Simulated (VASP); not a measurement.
A run of VASP 6.6.1 is set up as follows.

Contents of INCAR:

```
ALGO = Normal
EDIFF = 1E-6
ENCUT = 500
GGA = PS
GGA_COMPAT = F
ISIF = 2
ISMEAR = 0
ISPIN = 2
KPAR = 4
LASPH = T
LCHARG = F
LMAXMIX = 4
LORBIT = 11
LREAL = F
LWAVE = F
MAGMOM = 3.74 3.74 0.05 0.05 0.05 0.05
NBANDS = 54
NELM = 200
NUPDOWN = 7.5
PREC = Accurate
SIGMA = 0.1
```

Contents of KPOINTS:

```
k-points
0
Gamma
  8 8 8
```

POSCAR

```
MnSn2
1.0
   -3.3230000000      3.3230000000      2.7125000000
    3.3230000000     -3.3230000000      2.7125000000
    3.3230000000      3.3230000000     -2.7125000000
Mn Sn
2 4
Direct
    0.7500000000      0.7500000000      0.0000000000
    0.2500000000      0.2500000000      0.0000000000
    0.1590000000      0.6590000000      0.8180000000
    0.6590000000      0.8410000000      0.5000000000
    0.8410000000      0.3410000000      0.1820000000
    0.3410000000      0.1590000000      0.5000000000
```

Potentials or basis: VASP PAW PBE potentials, release 64 (Mn_pv, Sn_d).

Command:

```bash
$ cat potpaw_PBE.64/Mn_pv/POTCAR potpaw_PBE.64/Sn_d/POTCAR > POTCAR
$ mpirun -np 4 vasp_std > vasp.out
```

Predict the pressure.

2.8 GPa.

What does it give for the largest force?

0.339 eV/Å.

Forces in eV/Å, atoms in the order of the input:
```
Mn   0.000  0.000  0.000
Mn   0.000  0.000  0.000
Sn   0.239  0.239  0.000
Sn  -0.239  0.239  0.000
Sn  -0.239 -0.239  0.000
Sn   0.239 -0.239  0.000
```

Caveat: the PAW data sets were made with another functional, which shifts forces and pressure a little; the total moment is fixed, so each spin has its own Fermi level and the state may be an excited one.
